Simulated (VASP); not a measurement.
**Sn: single point with r2SCAN**

Crystal: Sn.

```
CELL_PARAMETERS angstrom
-2.94014 2.94014 1.59930
2.94014 -2.94014 1.59930
2.94014 2.94014 -1.59930
ATOMIC_POSITIONS crystal
Sn 0.75000 0.25000 0.50000
Sn 0.00000 0.00000 0.00000
```

* Program: VASP 6.6.1
* Task: single point
* Functional: r2SCAN
* Potentials or basis: VASP PAW PBE potentials, release 64 (Sn_d)
* Cutoff: 520 eV
* k mesh: 6 × 6 × 6
* Occupations: gaussian, width 0.1 eV
* Spin: no spin polarisation

The pressure is -0.2 GPa and the band gap on the k mesh is zero (band 14 reaches 8.74 eV, above the bottom of band 15 at 4.80 eV).

Stress tensor (GPa, compression positive):
```
 0.20  0.00  0.00
 0.00  0.20  0.00
 0.00  0.00 -1.13
```

Levels at points of the mesh, in eV from the Fermi level:
| k point | band 11 | band 12 | band 13 | band 14 | band 15 | band 16 | band 17 | band 18 |
| --- | --- | --- | --- | --- | --- | --- | --- | --- |
| (0.00, 0.00, 0.00) | -11.70 | -3.90 | -2.28 | -2.28 | 3.20 | 6.27 | 6.27 | 6.95 |
| (0.50, 0.00, 0.00) | -7.32 | -5.73 | -2.52 | -2.01 | -1.40 | 2.37 | 2.81 | 4.70 |
| (0.50, 0.50, 0.00) | -9.38 | -9.38 | 0.38 | 0.38 | 1.58 | 1.58 | 6.18 | 6.18 |
| (0.50, 0.50, 0.50) | -8.01 | -8.01 | -5.10 | -5.10 | 5.14 | 5.14 | 9.56 | 9.56 |

Wall time 2.5 min on 1 thread of AMD EPYC 9R45 96-Core Processor (Zen 5), on a shared host, peak memory 0.19 GiB.

Caveat: the k points lie up to 0.37 Å⁻¹ apart; the PAW data sets were made with another functional, which shifts forces and pressure a little; spin-orbit coupling is left out, which moves the levels of the heavy elements.
